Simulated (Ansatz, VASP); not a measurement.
Two plane-wave programs on BeTe6Br

```
Be Te Br
1.0
     0.00000    4.73253    4.73253
     4.73253    0.00000    4.73253
     4.73253    4.73253    0.00000
Be Te Br
1 6 1
Direct
  0.50000 0.50000 0.50000
  0.50000 0.00000 0.00000
  0.00000 0.50000 0.50000
  0.00000 0.50000 0.00000
  0.50000 0.00000 0.50000
  0.00000 0.00000 0.50000
  0.50000 0.50000 0.00000
  0.00000 0.00000 0.00000
```

Alike in both runs: functional PBE; k mesh 4 × 4 × 4; occupations gaussian, width 0.1 eV; no spin polarisation.

Ansatz relaxed the structure, and its values are those at the end. VASP's run is a single point on that final structure, the one shown.

|  | VASP | Ansatz |
| --- | --- | --- |
| version | VASP 6.6.1 | Ansatz 0.2.0 |
| potentials or method | VASP PAW PBE potentials, release 64 (Be, Te, Br), cutoff 520 eV | scalar-relativistic, plane waves, PAW |
| valence electrons in the cell | 45 | 105 |

|  | VASP | Ansatz | Ansatz less VASP |
| --- | --- | --- | --- |
| gap on the k mesh at the Fermi level (eV) | none | none | - |
| pressure (GPa) | -0.1 | 0.0 | +0.07 |

A gap of «none» marks a metal or a gap that the smearing closes. With one functional, cell and mesh, what is left measures potentials, basis and numerics. VASP's potentials hold 45 valence electrons a cell and Ansatz's 105, so a difference there can come from the potentials and not from the codes.

Spin-orbit coupling is off throughout.
